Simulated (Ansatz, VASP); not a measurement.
## Two plane-wave programs on LiF

```xyz
4
Lattice="3.0609 -0.0612 0.0000 -1.5835 2.6815 0.0000 0.0000 0.0000 4.8073" Properties=species:S:1:pos:R:3 pbc="T T T"
Li   -0.0353    1.7672    1.8323
Li    1.5128    0.8530    4.2360
F    -0.0353    1.7672    4.7777
F     1.5128    0.8530    2.3741
```

Change from the starting cell: strain -0.0400 x Voigt [0, 0, 0, 0, 0, 1], atoms carried along.

Alike in both runs: task single point; functional LDA; k mesh 9 × 9 × 6; occupations gaussian, width 0.05 eV; no spin polarisation.

|  | VASP | Ansatz |
| --- | --- | --- |
| version | VASP 6.6.1 | Ansatz 0.2.0 |
| potentials or method | VASP PAW LDA potentials, release 64 (Li_sv, F), cutoff 520 eV | scalar-relativistic, plane waves, PAW |
| valence electrons in the cell | 20 | 20 |

Ansatz gave:

| Property | Result |
| --- | --- |
| gap on the k mesh at the Fermi level (eV) | 7.60 |
| least direct gap on the mesh (eV) | 7.60 |
| rms of the force components (eV/Å) | 0.066 |

Question: Which values does VASP return?

Answer: gap on the k mesh at the Fermi level (eV): 7.59; least direct gap on the mesh (eV): 7.59; rms of the force components (eV/Å): 0.068.

LDA's correlation is that of Perdew and Zunger in VASP and of Perdew and Wang (1992) in Ansatz. Atom by atom the forces differ by 0.002 eV/Å (rms over components).

Noted on VASP's run: the cutoff is short for stress, so the pressure is rough.
